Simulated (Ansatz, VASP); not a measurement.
## Mn3P2 in VASP and in Ansatz

```
Mn P
1.0
     4.08540    0.00000    0.00000
    -2.04270    3.53806    0.00000
     0.00000    0.00000    6.45889
Mn P
3 2
Direct
  0.33333 0.66667 0.63000
  0.66667 0.33333 0.37000
  0.00000 0.00000 0.00000
  0.33333 0.66667 0.23500
  0.66667 0.33333 0.76500
```

Change from the starting cell: species swapped into the Mg3Sb2 type (P-3m1, No. 164).

Alike in both runs: task single point; functional PBE; k mesh 6 × 6 × 4; occupations gaussian, width 0.1 eV; collinear spin.

|  | VASP | Ansatz |
| --- | --- | --- |
| version | VASP 6.6.1 | Ansatz 0.2.0 |
| potentials or method | VASP PAW PBE potentials, release 64 (Mn_pv, P), cutoff 520 eV | scalar-relativistic, plane waves, PAW |
| valence electrons in the cell | 49 | 55 |

```tsv
	VASP	Ansatz	Ansatz less VASP
gap on the k mesh at the Fermi level (eV)	none	none	-
pressure (GPa)	-11.6	-11.7	-0.07
rms of the force components (eV/Å)	0.262	0.265	+0.0027
net moment per atom (μB)	0.76	0.76	-0.001
size of the moment on the site where the two differ most (μB)	3.72	3.63	-0.089
```

Site moments also hang on the region over which each program counts them. Atom by atom the forces differ by 0.004 eV/Å (rms over components). A gap of «none» marks a metal or a gap that the smearing closes. VASP's potentials hold 49 valence electrons a cell and Ansatz's 55, so a difference there can come from the potentials and not from the codes.
